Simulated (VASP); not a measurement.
# SiC (P6_3mc) in VASP: a series of runs

SiC is run at these levels: r2SCAN; tasks: single point.

All numbers are computed with VASP 6.6.1; they aren't measurements. Logs are shortened: lines on timing, memory, paths and dates and some standing lists are left out, and cuts for length are marked.

## 1. The cell of the first run

It takes space group P6_3mc (No. 186, hexagonal). The conventional cell has a = 3.060 Å, b = 3.060 Å, c = 5.063 Å, α = 90.00°, β = 90.00°, γ = 120.00°. Within 2.5 Å of Si (site symmetry 3m) lie 4 C at 1.88 to 1.90 Å. C (site symmetry 3m) has 4 Si at 1.88 to 1.90 Å within 2.5 Å.

## 2. Single point, r2SCAN (in-plane strain -0.005)

Contents of POSCAR:

```
SiC
1.0
    3.0599595819      0.0000000000      0.0000000000
   -1.5299797910      2.6500027325      0.0000000000
    0.0000000000      0.0000000000      5.0633614071
Si C
2 2
Direct
    0.3333333333      0.6666666667      0.0045985929
    0.6666666667      0.3333333333      0.5045985929
    0.3333333333      0.6666666667      0.3804014071
    0.6666666667      0.3333333333      0.8804014071
```

Contents of INCAR.step1:

```
SYSTEM = SiC
ALGO = Normal
EDIFF = 1E-4
ENCUT = 520
GGA = PE
ISMEAR = 0
LASPH = .True.
LCHARG = .False.
LREAL = .False.
LWAVE = .True.
NBANDS = 16
NELM = 60
PREC = Accurate
SIGMA = 0.01
```

Contents of INCAR.step2:

```
SYSTEM = SiC
ALGO = Normal
EDIFF = 1E-6
ENCUT = 520
ISIF = 2
ISMEAR = 0
ISTART = 1
LASPH = .True.
LCHARG = .False.
LMIXTAU = .True.
LREAL = .False.
LWAVE = .False.
METAGGA = R2SCAN
NBANDS = 16
NELM = 60
PREC = Accurate
SIGMA = 0.01
```

Contents of KPOINTS:

```
k-points
0
Gamma
  8 8 6
  0 0 0
```

Potentials or basis: VASP PAW PBE potentials, release 64 (Si, C).

Launch:

```
cat potpaw_PBE.64/Si/POTCAR potpaw_PBE.64/C/POTCAR > POTCAR
cp INCAR.step1 INCAR
mpirun -np 1 vasp_std > vasp.out
cp INCAR.step2 INCAR
mpirun -np 1 vasp_std > vasp.out
```

OUTCAR:

```text
SYSTEM = SiC
   EDIFF = 1E-6
   ENCUT = 520
   ISIF = 2
   ISMEAR = 0
   ISTART = 1
   LASPH = .True.
   LREAL = .False.
   METAGGA = R2SCAN
   NELM = 60
   PREC = Accurate

 ion  position               nearest neighbor table
   1  0.333  0.667  0.005-   4 1.88   4 1.88   4 1.88   3 1.90   2 3.09   2 3.09   2 3.09   2 3.09
                             2 3.09   2 3.09
   2  0.667  0.333  0.505-   3 1.88   3 1.88   3 1.88   4 1.90   1 3.09   1 3.09   1 3.09   1 3.09
                             1 3.09   1 3.09
   3  0.333  0.667  0.380-   2 1.88   2 1.88   2 1.88   1 1.90
   4  0.667  0.333  0.880-   1 1.88   1 1.88   1 1.88   2 1.90

  LATTYP: Found a hexagonal cell.
 ALAT       =     3.0599595819
 C/A-ratio  =     1.6547151266

  Lattice vectors:

 A1 = (   3.0599595819,   0.0000000000,   0.0000000000)
 A2 = (  -1.5299797910,   2.6500027325,   0.0000000000)
 A3 = (   0.0000000000,   0.0000000000,   5.0633614071)

Analysis of symmetry for initial positions (statically):
=====================================================================
 Subroutine PRICEL returns:
 Original cell was already a primitive cell.

 Routine SETGRP: Setting up the symmetry group for a
 hexagonal supercell.

 Subroutine GETGRP returns: Found 12 space group operations
 (whereof  6 operations were pure point group operations)
 out of a pool of 24 trial point group operations.

The static configuration has the point symmetry C_3v.
 The point group associated with its full space group is C_6v.

Analysis of symmetry for dynamics (positions and initial velocities):
=====================================================================
 Subroutine PRICEL returns:
 Original cell was already a primitive cell.

 Routine SETGRP: Setting up the symmetry group for a
 hexagonal supercell.

 Subroutine GETGRP returns: Found 12 space group operations
 (whereof  6 operations were pure point group operations)
 out of a pool of 24 trial point group operations.

The dynamic configuration has the point symmetry C_3v.
 The point group associated with its full space group is C_6v.

 Subroutine INISYM returns: Found 12 space group operations
 (whereof  6 operations are pure point group operations),
 and found     1 'primitive' translations

----------------------------------------------------------------------------------------

                                     Primitive cell

  volume of cell :      41.0583

  direct lattice vectors                    reciprocal lattice vectors
     3.059959582  0.000000000  0.000000000     0.326801702  0.188679051  0.000000000
    -1.529979791  2.650002732  0.000000000     0.000000000  0.377358101  0.000000000
     0.000000000  0.000000000  5.063361407     0.000000000  0.000000000  0.197497259

  length of vectors
     3.059959582  3.059959582  5.063361407     0.377358101  0.377358101  0.197497259

  position of ions in fractional coordinates (direct lattice)
     0.333333333  0.666666667  0.004598593
     0.666666667  0.333333333  0.504598593
     0.333333333  0.666666667  0.380401407
     0.666666667  0.333333333  0.880401407

  ion indices of the primitive-cell ions
   primitive index   ion index
                 1           1
                 2           2
                 3           3
                 4           4

----------------------------------------------------------------------------------------

 KPOINTS: k-points

Automatic generation of k-mesh.
 Grid dimensions read from file:
 generate k-points for:    8    8    6

 Generating k-lattice:

  Cartesian coordinates                     Fractional coordinates (reciprocal lattice)
     0.040850213  0.023584881  0.000000000     0.125000000  0.000000000  0.000000000
     0.000000000  0.047169763  0.000000000     0.000000000  0.125000000  0.000000000
     0.000000000  0.000000000  0.032916210     0.000000000  0.000000000  0.166666667

  Length of vectors
     0.047169763  0.047169763  0.032916210

  Shift w.r.t. Gamma in fractional coordinates (k-lattice)
     0.000000000  0.000000000  0.000000000

 Subroutine IBZKPT returns following result:
 ===========================================

 Found     40 irreducible k-points:

 Following reciprocal coordinates:
            Coordinates               Weight
  0.000000  0.000000  0.000000      1.000000
  0.125000  0.000000  0.000000      6.000000
  0.250000  0.000000  0.000000      6.000000
  0.375000  0.000000  0.000000      6.000000
  0.500000  0.000000  0.000000      3.000000
  0.125000  0.125000  0.000000      6.000000
[... 16 lines left out ...]
  0.250000  0.000000  0.333333     12.000000
  0.375000  0.000000  0.333333     12.000000
 [... further k-points ...]
   k-points           NKPTS =     40   k-points in BZ     NKDIM =     40   number of bands    NBANDS=     16
   number of dos      NEDOS =    301   number of ions     NIONS =      4
   total plane-waves  NPLWV =  23040
   dimension x,y,z NGX =    24 NGY =   24 NGZ =   40
   dimension x,y,z NGXF=    48 NGYF=   48 NGZF=   80
   ions per type =               2   2
   NGX,Y,Z   is equivalent  to a cutoff of  13.04, 13.04, 13.13 a.u.
   NGXF,Y,Z  is equivalent  to a cutoff of  26.08, 26.08, 26.27 a.u.
 SYSTEM =  SiC
   PREC   = accura    normal or accurate (medium, high low for compatibility)
   ISTART =      1    job   : 0-new  1-cont  2-samecut
   ICHARG =      0    charge: 1-file 2-atom 10-const
   ISPIN  =      1    spin polarized calculation?
   LNONCOLLINEAR =      F non collinear calculations
   LSORBIT =      F    spin-orbit coupling
   LASPH  =      T    aspherical Exc in radial PAW
   ENCUT  =  520.0 eV  38.22 Ry    6.18 a.u.   5.69  5.69  9.41*2*pi/ulx,y,z
   NELM   =     60;   NELMIN=  2; NELMDL=  0     # of ELM steps
   EDIFF  = 0.1E-05   stopping-criterion for ELM
   LREAL  =      F    real-space projection
   EDIFFG = 0.1E-04   stopping-criterion for IOM
   NSW    =      0    number of steps for IOM
   IBRION =     -1    ionic relax: 0-MD 1-quasi-New 2-CG
   NFREE  =      0    steps in history (QN), initial steepest desc. (CG)
   ISIF   =      2    stress and relaxation
   ISYM   =      2    0-nonsym 1-usesym 2-fastsym
   POTIM  = 0.5000    time-step for ionic-motion
   TEBEG  =    0.0;   TEEND  =   0.0 temperature during run
   PSTRESS=    0.0 pullay stress
   NELECT =      16.0000    total number of electrons
   NUPDOWN=      -1.0000    fix difference up-down
   EMIN   =  10.00;   EMAX   =-10.00  energy-range for DOS
   EFERMI =   0.00;   METHOD = LEGACY
   ISMEAR =     0;   SIGMA  =   0.01  broadening in eV -4-tet -1-fermi 0-gaus
   EFERMI_NEDOS =   21; number of points for ismear=-14 and -15
   IALGO  =     38    algorithm
   IMIX   =      4    mixing-type and parameters
     AMIX     =   0.40;   BMIX     =  1.00
     AMIX_MAG =   1.60;   BMIX_MAG =  1.00
  volume/ion in A,a.u.               =      10.26        69.27
  Fermi-wavevector in a.u.,A,eV,Ry     =   1.195771  2.259679 19.454524  1.429867
  Thomas-Fermi vector in A             =   2.331728
   LORBIT       =      0    0 simple, 1 ext, 2 COOP (PROOUT), +10 PAW based schemes
   METAGGA = R2SCAN    functional components
   LHFCALC =     F    Hartree Fock is set to
   AEXX    =    0.0000 exact exchange contribution
   IVDW    =     0    specifies the selected vdW correction
   LEPSILON=     F    determine dielectric tensor
   LRPA    =     F    only Hartree local field effects (RPA)
 non-spin polarized calculation
 Gauss-broadening in eV      SIGMA  =   0.01
  energy-cutoff  :      520.00
  volume of cell :       41.06
 maximum number of plane-waves:      1117
 NGX is ok and might be reduce to    24
   NGX = 11   NGY = 11   NGZ = 19

 number of electron      15.9999999 magnetization

 Free energy of the ion-electron system (eV)
  ---------------------------------------------------
  ext. energy  EPLUGINS =         0.00000000
  ---------------------------------------------------
  free energy    TOTEN  =       -38.63240522 eV

  energy without entropy =      -38.63240522  energy(sigma->0) =      -38.63240522

 E-fermi :   8.3109     XC(G=0): -11.9610

 val. band max:        8.2355466512   @ k =   0.0000   0.0000   0.0000
 cond. band min:      11.1126673495   @ k =   0.3750   0.2500   0.0000
 fundamental gap:      2.8771206983
 Fermi energy:         8.3109317833

 k-point     1 :       0.0000    0.0000    0.0000
  band No.  band energies     occupation
      1      -8.1866      2.00000
      2      -4.5994      2.00000
      3      -0.8199      2.00000
      4       6.8884      2.00000
      5       6.8884      2.00000
      6       8.0785      2.00000
[... 8 lines left out ...]
     15      17.8757      0.00000
     16      20.3535      0.00000

 k-point     2 :       0.1250    0.0000    0.0000
  band No.  band energies     occupation
      1      -7.9029      2.00000
      2      -4.3601      2.00000
      3      -0.5583      2.00000
      4       5.4679      2.00000
      5       6.4345      2.00000
      6       7.2221      2.00000
[... 8 lines left out ...]
     15      18.5417      0.00000
     16      18.7663      0.00000

 k-point     3 :       0.2500    0.0000    0.0000
  band No.  band energies     occupation
      1      -7.0722      2.00000
      2      -3.7046      2.00000
      3       0.1595      2.00000
      4       2.9450      2.00000
      5       5.1056      2.00000
      6       5.6196      2.00000
[... 8 lines left out ...]
     15      19.1447      0.00000
     16      19.8645      0.00000
[... 362 lines left out ...]
 k-point    23 :       0.2500    0.0000    0.3333
  band No.  band energies     occupation
      1      -6.5355      2.00000
      2      -5.0481      2.00000
      3       1.8894      2.00000
      4       3.7316      2.00000
      5       4.0198      2.00000
      6       6.0108      2.00000
[... 8 lines left out ...]
     15      19.4095      0.00000
     16      20.0426      0.00000

 k-point    24 :       0.3750    0.0000    0.3333
  band No.  band energies     occupation
      1      -5.2939      2.00000
      2      -3.9862      2.00000
      3       0.3652      2.00000
      4       1.6210      2.00000
      5       3.9922      2.00000
      6       5.4137      2.00000
[... 8 lines left out ...]
     15      20.8683      0.00000
     16      21.2663      0.00000

 [... further k-points ...]

------------------------ aborting loop because EDIFF is reached ----------------------------------------

  FORCE on cell =-STRESS in cart. coord.  units (eV):
  Direction    XX          YY          ZZ          XY          YZ          ZX
  --------------------------------------------------------------------------------------
  -------------------------------------------------------------------------------------
  Total        0.7899973      0.7899973     -0.4345490     -0.0000000      0.0000000      0.0000000
  in kB       30.8272843     30.8272843    -16.9569758     -0.0000000      0.0000000      0.0000000
  external PRESSURE =      14.8991976 kB  Pullay stress =       0.0000000 kB

 VOLUME and BASIS-vectors are now :
 -----------------------------------------------------------------------------
  energy-cutoff  :      520.00
  volume of cell :       41.06
      direct lattice vectors                 reciprocal lattice vectors
     3.059959582  0.000000000  0.000000000     0.326801702  0.188679051  0.000000000
    -1.529979791  2.650002732  0.000000000     0.000000000  0.377358101  0.000000000
     0.000000000  0.000000000  5.063361407     0.000000000  0.000000000  0.197497259

 POSITION                                       TOTAL-FORCE (eV/Angst)
 -----------------------------------------------------------------------------------
     -0.00000      1.76667      0.02328         0.000000     -0.000000      0.071655
      1.52998      0.88333      2.55497        -0.000000      0.000000      0.071655
     -0.00000      1.76667      1.92611         0.000000     -0.000000     -0.071655
      1.52998      0.88333      4.45779         0.000000     -0.000000     -0.071655
 -----------------------------------------------------------------------------------
    total drift:                               -0.000000      0.000000     -0.000074

  FREE ENERGIE OF THE ION-ELECTRON SYSTEM (eV)
  ---------------------------------------------------
  free  energy   TOTEN  =       -38.6324052158 eV

  energy  without entropy=      -38.6324052158  energy(sigma->0) =      -38.63240522
```

Run time: 57 s. Hardware: 1 thread of Intel Xeon Platinum 8559C (Emerald Rapids), shared host; peak memory 0.17 GiB.

What came out:

| Quantity | Value |
| --- | --- |
| Free energy | -38.6324 eV |
| Pressure | 1.5 GPa |
| Largest force | 0.072 eV/Å |
| Band gap on the k mesh | 2.88 eV, indirect (least direct gap 4.58 eV) |

Forces on the atoms (eV/Å):
```
Si   0.000  0.000  0.072
Si   0.000  0.000  0.072
C    0.000  0.000 -0.072
C    0.000  0.000 -0.072
```

Stress tensor (GPa, compression positive):
```
 3.08  0.00  0.00
 0.00  3.08  0.00
 0.00  0.00 -1.70
```

Levels at points of the mesh, in eV from the valence-band top:
| k point | band 4 | band 5 | band 6 | band 7 | band 8 | band 9 | band 10 | band 11 | band 12 | band 13 |
| --- | --- | --- | --- | --- | --- | --- | --- | --- | --- | --- |
| (0.00, 0.00, 0.00) | -1.35 | -1.35 | -0.16 | 0.00 | 0.00 | 5.57 | 6.69 | 7.30 | 7.30 | 8.39 |
| (0.50, 0.00, 0.00) | -6.62 | -5.64 | -3.46 | -3.38 | -1.28 | 3.29 | 4.61 | 7.53 | 7.70 | 10.64 |
| (0.00, 0.00, 0.50) | -4.71 | -0.73 | -0.73 | -0.73 | -0.73 | 6.65 | 6.65 | 7.99 | 7.99 | 7.99 |
| (0.50, 0.00, 0.50) | -8.58 | -2.56 | -2.56 | -2.49 | -2.49 | 3.71 | 3.71 | 5.79 | 5.79 | 11.13 |

Caveat: the cell differs from its parent crystal (in-plane strain -0.005); the PAW data sets were made with another functional, which shifts forces and pressure a little.

(Continued in part 2 of 2.)
